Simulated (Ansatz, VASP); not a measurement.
BaS in VASP and in Ansatz

File INCAR:

```
ALGO = Normal
EDIFF = 1E-6
ENCUT = 520
GGA = PE
ISIF = 2
ISMEAR = 0
LASPH = T
LCHARG = F
LREAL = F
LWAVE = F
NBANDS = 15
NELM = 80
PREC = Accurate
SIGMA = 0.019000000000000003
```

File KPOINTS:

```
k-points
0
Gamma
  7 7 7
```

Contents of POSCAR:

```
BaS
1.0
    0.0000000000      3.1937500000      3.1937500000
    3.1937500000      0.0000000000      3.1937500000
    3.1937500000      3.1937500000      0.0000000000
Ba S
1 1
Direct
    0.0000000000      0.0000000000      0.0000000000
    0.5000000000      0.5000000000      0.5000000000
```

Contents of input.yaml:

```yaml
crystal:
  lattice:
    - [0.0, 3.19375, 3.19375]
    - [3.19375, 0.0, 3.19375]
    - [3.19375, 3.19375, 0.0]
  atoms:
    - { symbol: Ba, position: [0.0, 0.0, 0.0] }
    - { symbol: S, position: [0.5, 0.5, 0.5] }
kpoints:
  mp_grid: { grid: [7, 7, 7] }
scf:
  occupations: { method: gaussian, width: 0.019 }
hamiltonian:
  xc: pbe
  pseudopotentials: { kind: all_electron, lapw: { basis_error: 0.001 } }
output:
  forces: true
  stress: true
  eigenvalues: true
```

Alike in both runs: task single point; functional PBE; k mesh 7 × 7 × 7; occupations gaussian, width 0.019 eV; no spin polarisation.

|  | VASP | Ansatz |
| --- | --- | --- |
| version | VASP 6.6.1 | Ansatz 0.2.0 |
| potentials or method | VASP PAW PBE potentials, release 64 (Ba_sv, S), cutoff 520 eV | all-electron LAPW, scalar-relativistic |

```tsv
	VASP	Ansatz	Ansatz less VASP
gap on the k mesh at the Fermi level (eV)	2.17	2.26	+0.098
least direct gap on the mesh (eV)	2.31	2.38	+0.066
pressure (GPa)	1.4	0.8	-0.59
```

Ansatz ran all-electron here, and VASP with PAW potentials.

Spin-orbit coupling is off throughout.
